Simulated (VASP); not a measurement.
Write the native input for VASP 6.6.1 that does the following.

- Task: single point
- Functional: PBE
- Potentials or basis: VASP PAW PBE potentials, release 64 (Si, C)
- Cutoff: 520 eV
- k mesh: 16 × 16 × 16
- Occupations: fermi-dirac, width 0.08 eV
- Spin: no spin polarisation
- Dipole correction: no
- Further INCAR settings: ALGO = Normal; EDIFF = 1e-06; NBANDS = 11

The structure of SiC (zincblende type) lies in POSCAR:

```
SiC
1.0
    0.0000000000      2.1751749914      2.1751749914
    2.1751749914      0.0000000000      2.1751749914
    2.1751749914      2.1751749914      0.0000000000
Si C
1 1
Direct
    0.0000000000      0.0000000000      0.0000000000
    0.2500000000      0.2500000000      0.2500000000
```

One way to write it, as run:

INCAR

```
  PREC = Accurate
  ENCUT = 520
  EDIFF = 1E-6
  ISMEAR = -1
  SIGMA = 0.08
  LREAL = False
  LASPH = True
  NELM = 60
  ALGO = Normal
  ISIF = 2
  LWAVE = False
  LCHARG = False
  GGA = PE
  NBANDS = 11
```

KPOINTS

```
regular mesh
0
Gamma
  16 16 16
```

Potentials or basis: VASP PAW PBE potentials, release 64 (Si, C).

Run with:

```sh
$ cat potpaw_PBE.64/Si/POTCAR potpaw_PBE.64/C/POTCAR > POTCAR
$ mpirun -np 1 vasp_std > vasp.out
```

Results of the run:

- Pressure: 4.4 GPa
- Band gap on the k mesh: 1.35 eV (least direct gap 4.55 eV)

Caveat: the cell stands under pressure.

Run time: 11 s on 1 thread of Intel(R) Xeon(R) 6975P-C (Granite Rapids), with other jobs on the host, peak memory 0.15 GiB.
